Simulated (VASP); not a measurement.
# Co (P6_3/mmc) in VASP: further runs

The runs below take Co through single point, relaxation of cell and atoms, with BLYP.

All numbers are computed with VASP 6.6.1; they aren't measurements. Logs are shortened: lines on timing, memory, paths and dates and some standing lists are left out, and cuts for length are marked.

## 1. The cell of the first run

Symmetry: P6_3/mmc, No. 194, hexagonal system. Conventional cell: a = 2.485 Å, b = 2.485 Å, c = 8.089 Å, α = 90.00°, β = 90.00°, γ = 120.00°. Co (site symmetry -3m) has 12 Co at 2.48 to 2.49 Å within 3.3 Å. Within 3.3 Å of Co (site symmetry -6m2) lie 12 Co at 2.48 to 2.49 Å.

## 2. Single point, BLYP

Contents of INCAR:

```
SYSTEM = Co
PREC     = Accurate       ! precision mode
ENCUT    = 520            ! plane-wave cutoff, eV
EDIFF    = 1E-6           ! SCF threshold, eV
ISMEAR   = -1             ! smearing method
SIGMA    = 0.1            ! smearing width, eV
LREAL    = .FALSE.        ! projectors in reciprocal space
LASPH    = .TRUE.         ! aspherical terms in the spheres
NELM     = 100            ! most SCF steps
ALGO     = Normal         ! electronic algorithm
ISIF     = 2              ! what is computed and relaxed
LWAVE    = .FALSE.        ! write WAVECAR
LCHARG   = .FALSE.        ! write CHGCAR
GGA      = B5             ! functional
ALDAX    = 1.0          
AGGAX    = 1.0          
AGGAC    = 1.0          
ALDAC    = 0.0          
NBANDS   = 26             ! bands
```

Contents of KPOINTS:

```
regular mesh
0
G
  14 14 4
  0 0 0
```

Contents of POSCAR:

```
Co
1.0
    2.4852508150      0.0000000000      0.0000000000
   -1.2426254075      2.1522903405      0.0000000000
    0.0000000000      0.0000000000      8.0892688101
Co
4
Direct
    1.0000000000      1.0000000000      0.0000000000
    1.0000000000      1.0000000000      0.5000000000
    0.3333333333      0.6666666667      0.2500000000
    0.6666666667      0.3333333333      0.7500000000
```

Potentials or basis: VASP PAW PBE potentials, release 64 (Co).

Launch:

```console
$ cat potpaw_PBE.64/Co/POTCAR > POTCAR
$ mpirun -np 1 vasp_std > vasp.out
```

OUTCAR:

```text
SYSTEM = Co
   PREC = Accurate
   ENCUT = 520
   EDIFF = 1E-6
   ISMEAR = -1
   LREAL = .FALSE.
   LASPH = .TRUE.
   NELM = 100
   ISIF = 2
   GGA = B5

 ion  position               nearest neighbor table
   1  0.000  0.000  0.000-   3 2.48   4 2.48   3 2.48   4 2.48   4 2.48   3 2.48
   2  0.000  0.000  0.500-   3 2.48   4 2.48   3 2.48   4 2.48   4 2.48   3 2.48
   3  0.333  0.667  0.250-   1 2.48   2 2.48   1 2.48   2 2.48   1 2.48   2 2.48
   4  0.667  0.333  0.750-   1 2.48   2 2.48   1 2.48   2 2.48   1 2.48   2 2.48

  LATTYP: Found a hexagonal cell.
 ALAT       =     2.4852508150
 C/A-ratio  =     3.2549104345

  Lattice vectors:

 A1 = (   2.4852508150,   0.0000000000,   0.0000000000)
 A2 = (  -1.2426254075,   2.1522903405,   0.0000000000)
 A3 = (   0.0000000000,   0.0000000000,   8.0892688101)

Analysis of symmetry for initial positions (statically):
=====================================================================
 Subroutine PRICEL returns:
 Original cell was already a primitive cell.

 Routine SETGRP: Setting up the symmetry group for a
 hexagonal supercell.

 Subroutine GETGRP returns: Found 24 space group operations
 (whereof 12 operations were pure point group operations)
 out of a pool of 24 trial point group operations.

The static configuration has the point symmetry D_3d.
 The point group associated with its full space group is D_6h.

Analysis of symmetry for dynamics (positions and initial velocities):
=====================================================================
 Subroutine PRICEL returns:
 Original cell was already a primitive cell.

 Routine SETGRP: Setting up the symmetry group for a
 hexagonal supercell.

 Subroutine GETGRP returns: Found 24 space group operations
 (whereof 12 operations were pure point group operations)
 out of a pool of 24 trial point group operations.

The dynamic configuration has the point symmetry D_3d.
 The point group associated with its full space group is D_6h.

 Subroutine INISYM returns: Found 24 space group operations
 (whereof 12 operations are pure point group operations),
 and found     1 'primitive' translations

----------------------------------------------------------------------------------------

                                     Primitive cell

  volume of cell :      43.2693

  direct lattice vectors                    reciprocal lattice vectors
     2.485250815  0.000000000  0.000000000     0.402373875  0.232310665  0.000000000
    -1.242625408  2.152290341  0.000000000     0.000000000  0.464621330  0.000000000
     0.000000000  0.000000000  8.089268810     0.000000000  0.000000000  0.123620567

  length of vectors
     2.485250815  2.485250815  8.089268810     0.464621330  0.464621330  0.123620567

  position of ions in fractional coordinates (direct lattice)
     0.000000000  0.000000000  0.000000000
     0.000000000  0.000000000  0.500000000
     0.333333333  0.666666667  0.250000000
     0.666666667  0.333333333  0.750000000

  ion indices of the primitive-cell ions
   primitive index   ion index
                 1           1
                 2           2
                 3           3
                 4           4

----------------------------------------------------------------------------------------

 KPOINTS: regular mesh

Automatic generation of k-mesh.
 Grid dimensions read from file:
 generate k-points for:   14   14    4

 Generating k-lattice:

  Cartesian coordinates                     Fractional coordinates (reciprocal lattice)
     0.028740991  0.016593619  0.000000000     0.071428571  0.000000000  0.000000000
     0.000000000  0.033187238  0.000000000     0.000000000  0.071428571  0.000000000
     0.000000000  0.000000000  0.030905142     0.000000000  0.000000000  0.250000000

  Length of vectors
     0.033187238  0.033187238  0.030905142

  Shift w.r.t. Gamma in fractional coordinates (k-lattice)
     0.000000000  0.000000000  0.000000000

 Subroutine IBZKPT returns following result:
 ===========================================

 Found     72 irreducible k-points:

 Following reciprocal coordinates:
            Coordinates               Weight
  0.000000  0.000000  0.000000      1.000000
  0.071429 -0.000000  0.000000      6.000000
  0.142857 -0.000000  0.000000      6.000000
  0.214286  0.000000  0.000000      6.000000
  0.285714 -0.000000  0.000000      6.000000
  0.357143 -0.000000  0.000000      6.000000
[... 16 lines left out ...]
  0.285714  0.285714  0.000000      6.000000
  0.357143  0.285714  0.000000      6.000000
 [... further k-points ...]
   k-points           NKPTS =     72   k-points in BZ     NKDIM =     72   number of bands    NBANDS=     26
   number of dos      NEDOS =    301   number of ions     NIONS =      4
   total plane-waves  NPLWV =  19440
   dimension x,y,z NGX =    18 NGY =   18 NGZ =   60
   dimension x,y,z NGXF=    36 NGYF=   36 NGZF=  120
   ions per type =               4
   NGX,Y,Z   is equivalent  to a cutoff of  12.04, 12.04, 12.33 a.u.
   NGXF,Y,Z  is equivalent  to a cutoff of  24.08, 24.08, 24.66 a.u.
 SYSTEM =  Co
   PREC   = accura    normal or accurate (medium, high low for compatibility)
   ISTART =      0    job   : 0-new  1-cont  2-samecut
   ICHARG =      2    charge: 1-file 2-atom 10-const
   ISPIN  =      1    spin polarized calculation?
   LNONCOLLINEAR =      F non collinear calculations
   LSORBIT =      F    spin-orbit coupling
   LASPH  =      T    aspherical Exc in radial PAW
   ENCUT  =  520.0 eV  38.22 Ry    6.18 a.u.   4.62  4.62 15.04*2*pi/ulx,y,z
   NELM   =    100;   NELMIN=  2; NELMDL= -5     # of ELM steps
   EDIFF  = 0.1E-05   stopping-criterion for ELM
   LREAL  =      F    real-space projection
   EDIFFG = 0.1E-04   stopping-criterion for IOM
   NSW    =      0    number of steps for IOM
   IBRION =     -1    ionic relax: 0-MD 1-quasi-New 2-CG
   NFREE  =      0    steps in history (QN), initial steepest desc. (CG)
   ISIF   =      2    stress and relaxation
   ISYM   =      2    0-nonsym 1-usesym 2-fastsym
   POTIM  = 0.5000    time-step for ionic-motion
   TEBEG  =    0.0;   TEEND  =   0.0 temperature during run
   PSTRESS=    0.0 pullay stress
   NELECT =      36.0000    total number of electrons
   NUPDOWN=      -1.0000    fix difference up-down
   EMIN   =  10.00;   EMAX   =-10.00  energy-range for DOS
   EFERMI =   0.00;   METHOD = LEGACY
   ISMEAR =    -1;   SIGMA  =   0.10  broadening in eV -4-tet -1-fermi 0-gaus
   EFERMI_NEDOS =   21; number of points for ismear=-14 and -15
   IALGO  =     38    algorithm
   IMIX   =      4    mixing-type and parameters
     AMIX     =   0.40;   BMIX     =  1.00
     AMIX_MAG =   1.60;   BMIX_MAG =  1.00
  volume/ion in A,a.u.               =      10.82        73.00
  Fermi-wavevector in a.u.,A,eV,Ry     =   1.539745  2.909697 32.256904  2.370816
  Thomas-Fermi vector in A             =   2.645930
   LORBIT       =      0    0 simple, 1 ext, 2 COOP (PROOUT), +10 PAW based schemes
   GGA     = B5    functional components
   LHFCALC =     F    Hartree Fock is set to
   AEXX    =    0.0000 exact exchange contribution
   IVDW    =     0    specifies the selected vdW correction
   LEPSILON=     F    determine dielectric tensor
   LRPA    =     F    only Hartree local field effects (RPA)
 non-spin polarized calculation
  energy-cutoff  :      520.00
  volume of cell :       43.27
 maximum number of plane-waves:      1184
   NGX =  9   NGY =  9   NGZ = 31

 number of electron      36.0000016 magnetization

 Free energy of the ion-electron system (eV)
  ---------------------------------------------------
  ext. energy  EPLUGINS =         0.00000000
  ---------------------------------------------------
  free energy    TOTEN  =       -23.55748226 eV

  energy without entropy =      -23.21127522  energy(sigma->0) =      -23.38437874

 E-fermi :  10.6413     XC(G=0): -12.8356

 val. band max:       10.6361372866   @ k =   0.2143   0.1429   0.2500
 cond. band min:      10.6452786956   @ k =   0.1429   0.0714   0.0000
 fundamental gap:      0.0091414090
 Fermi energy:        10.6412697156

 k-point     1 :       0.0000    0.0000    0.0000
  band No.  band energies     occupation
      1       2.0135      2.00000
      2       4.2704      2.00000
      3       4.2725      2.00000
      4       6.1016      2.00000
      5       8.4600      2.00000
      6       8.4697      2.00000
[... 18 lines left out ...]
     25      17.5428      0.00000
     26      26.0074      0.00000

 k-point     2 :       0.0714   -0.0000    0.0000
  band No.  band energies     occupation
      1       2.1944      2.00000
      2       4.4274      2.00000
      3       4.4296      2.00000
      4       6.2214      2.00000
      5       8.3393      2.00000
      6       8.4079      2.00000
[... 18 lines left out ...]
     25      17.5660      0.00000
     26      26.1316      0.00000

 k-point     3 :       0.1429   -0.0000    0.0000
  band No.  band energies     occupation
      1       2.7240      2.00000
      2       4.8683      2.00000
      3       4.8711      2.00000
      4       6.5434      2.00000
      5       8.1019      2.00000
      6       8.2582      2.00000
[... 18 lines left out ...]
     25      17.6487      0.00000
     26      26.4881      0.00000

 k-point     4 :       0.2143    0.0000    0.0000
  band No.  band energies     occupation
      1       3.5563      2.00000
      2       5.4794      2.00000
      3       5.4830      2.00000
      4       6.9249      2.00000
      5       7.8938      2.00000
      6       8.0080      2.00000
[... 18 lines left out ...]
     25      17.8210      0.00000
     26      25.2694      0.00000
[... 496 lines left out ...]
      1       6.7904      2.00000
      2       6.8112      2.00000
      3       7.1841      2.00000
      4       7.4298      2.00000
      5       7.4869      2.00000
      6       7.5745      2.00000
[... 18 lines left out ...]
     25      18.8771      0.00000
     26      18.9761      0.00000

 k-point    23 :       0.2857    0.2857    0.0000
  band No.  band energies     occupation
      1       7.1247      2.00000
      2       7.1381      2.00000
      3       7.2080      2.00000
      4       7.2495      2.00000
      5       7.4805      2.00000
      6       7.5411      2.00000
[... 18 lines left out ...]
     25      17.9982      0.00000
     26      19.5981      0.00000

 k-point    24 :       0.3571    0.2857    0.0000
  band No.  band energies     occupation
      1       7.1434      2.00000
      2       7.2244      2.00000
      3       7.4091      2.00000
      4       7.4332      2.00000
      5       7.5666      2.00000
      6       7.5986      2.00000
[... 18 lines left out ...]
     25      17.6483      0.00000
     26      18.4074      0.00000

 [... further k-points ...]
[... 5 lines left out ...]
  --------------------------------------------------------------------------------------
  -------------------------------------------------------------------------------------
  Total       -0.0663990     -0.0663990     -0.0698333      0.0000000      0.0000000      0.0000000
  in kB       -2.4586210     -2.4586210     -2.5857880      0.0000000      0.0000000      0.0000000
  external PRESSURE =      -2.5010100 kB  Pullay stress =       0.0000000 kB

 VOLUME and BASIS-vectors are now :
 -----------------------------------------------------------------------------
  energy-cutoff  :      520.00
  volume of cell :       43.27
      direct lattice vectors                 reciprocal lattice vectors
     2.485250815  0.000000000  0.000000000     0.402373875  0.232310665  0.000000000
    -1.242625408  2.152290341  0.000000000     0.000000000  0.464621330  0.000000000
     0.000000000  0.000000000  8.089268810     0.000000000  0.000000000  0.123620567

 POSITION                                       TOTAL-FORCE (eV/Angst)
 -----------------------------------------------------------------------------------
      0.00000      0.00000      0.00000         0.000000      0.000000      0.000000
      0.00000      0.00000      4.04463         0.000000      0.000000      0.000000
     -0.00000      1.43486      2.02232        -0.000000     -0.000000      0.000000
      1.24263      0.71743      6.06695         0.000000      0.000000      0.000000
 -----------------------------------------------------------------------------------
    total drift:                                0.000000     -0.000000      0.000000

  FREE ENERGIE OF THE ION-ELECTRON SYSTEM (eV)
  ---------------------------------------------------
  free  energy   TOTEN  =       -23.5574822590 eV

  energy  without entropy=      -23.2112752230  energy(sigma->0) =      -23.38437874
```

Wall time 68 s (1 thread of Intel Xeon 6975P-C, shared host); peak memory 0.19 GiB.

What came out:

```
Free energy            : -23.5575 eV
Pressure               : -0.3 GPa
Band gap on the k mesh : zero (band 18 reaches 11.09 eV, above the bottom of band 19 at 9.98 eV)
```

Caveat: the PAW data sets were made with another functional, which shifts forces and pressure a little; the run has no spin polarisation, though such a crystal can be magnetic. Spin polarisation is off, so any magnetic state and its effect on volume and gap are missing.

(Continued in part 2 of 2.)
